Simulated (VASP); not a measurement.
Wanted: the native input for a VASP 6.6.1 run.

```yaml
Task: single point
Functional: PBE
Potentials_or_basis: VASP PAW PBE potentials, release 64 (Ta_pv, B, O)
Cutoff: 520 eV
k_mesh: 6 × 6 × 6
Occupations: gaussian, width 0.1 eV
Spin: collinear spin
Starting_moments: "[1.0, 1.0, 0.0, 0.0, 0.0] μB"
Dipole_correction: no
Further_INCAR_settings: ALGO = Normal; EDIFF = 1e-06; NBANDS = 29
```

The structure of Ta2B2O lies in POSCAR:

```
Ta2B2O
1.0
   -2.0373478799      2.0373478799      4.5906106519
    2.0373478799     -2.0373478799      4.5906106519
    2.0373478799      2.0373478799     -4.5906106519
Ta B O
2 2 1
Direct
    0.5000000000      0.0000000000      0.5000000000
    0.0000000000      0.5000000000      0.5000000000
    0.7500000000      0.2500000000      0.5000000000
    0.2500000000      0.7500000000      0.5000000000
    0.5000000000      0.5000000000      0.0000000000
```

The cell was built from a structure type or drawn by symmetry, and may not be a known phase.

The input as run:

INCAR

```
ALGO = Normal
EDIFF = 1E-6
ENCUT = 520
GGA = PE
ISIF = 2
ISMEAR = 0
ISPIN = 2
LASPH = True
LCHARG = False
LMAXMIX = 4
LORBIT = 11
LREAL = False
LWAVE = False
MAGMOM = 1 1 0 0 0
NBANDS = 29
NELM = 150
PREC = Accurate
SIGMA = 0.1
```

KPOINTS

```
k-points
0
Gamma
  6 6 6
```

Potentials or basis: VASP PAW PBE potentials, release 64 (Ta_pv, B, O).

Launch:

```sh
$ cat potpaw_PBE.64/Ta_pv/POTCAR potpaw_PBE.64/B/POTCAR potpaw_PBE.64/O/POTCAR > POTCAR
$ mpirun -np 1 vasp_std > vasp.out
```

It gave:

The pressure is 0.3 GPa. The band gap on the k mesh is zero (filled and empty bands overlap) and the net moment is 0.00 μB per cell. The valence electrons inside the program's atomic spheres are Ta 8.93; B 1.56; O 5.13.

Caveat: spin-orbit coupling is left out, which moves the levels of the heavy elements.

It took 120 s on 1 thread of Intel(R) Xeon(R) 6975P-C (Granite Rapids) (shared host), peak memory 0.33 GiB.
